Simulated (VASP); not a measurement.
**Ag3B4: single point with PBE**

The system is Ag3B4.

```
CELL_PARAMETERS angstrom
3.37699 0.00000 0.00000
-1.68850 2.92456 0.00000
0.00000 0.00000 10.30066
ATOMIC_POSITIONS crystal
Ag 0.00000 0.00000 0.00000
Ag 0.33333 0.66667 0.19909
Ag 0.66667 0.33333 0.80091
B 0.50000 0.00000 0.50000
B 0.00000 0.50000 0.50000
B 0.50000 0.50000 0.50000
B 0.00000 0.00000 0.50000
```

The cell was generated, and may not be a known phase.

```json
{"Program": "VASP 6.6.1", "Task": "single point", "Functional": "PBE", "Potentials or basis": "VASP PAW PBE potentials, release 64 (Ag, B)", "Cutoff": "520 eV", "k mesh": "12 × 12 × 4", "Occupations": "gaussian, width 0.1 eV", "Spin": "no spin polarisation"}
```

```json
{
 "Pressure": "0.0 GPa",
 "Largest force": "0.005 eV/Å",
 "Band gap on the k mesh": "zero (an odd number of electrons rules out a gap without spin polarisation)"
}
```

Forces in eV/Å, atoms in the order of the input:
```
Ag   0.000  0.000  0.000
Ag   0.000  0.000 -0.005
Ag   0.000  0.000  0.005
B    0.000  0.000  0.000
B    0.000  0.000  0.000
B    0.000  0.000  0.000
B    0.000  0.000  0.000
```

Levels at points of the mesh, in eV from the Fermi level:
```
           k point  band 19  band 20  band 21  band 22  band 23  band 24  band 25  band 26
(0.00, 0.00, 0.00)    -3.47    -2.91    -2.91    -2.73    -0.61     1.36     1.36     1.38
(0.50, 0.00, 0.00)    -3.31    -3.05    -2.86    -0.20     0.15     1.43     3.03     3.32
(0.00, 0.00, 0.50)    -3.47    -3.32    -2.91    -2.91     0.89     1.36     1.36     1.37
(0.50, 0.00, 0.50)    -3.31    -3.06    -2.85    -0.16     0.36     1.00     2.19     3.33
```

It took 4.7 min on 1 thread of Intel(R) Xeon(R) Platinum 8259CL CPU @ 2.50GHz (Skylake/Cascade Lake) (shared host), peak memory 0.35 GiB.

Caveat: an odd number of electrons without spin polarisation forces a metal; a magnetic or distorted state may lie lower.
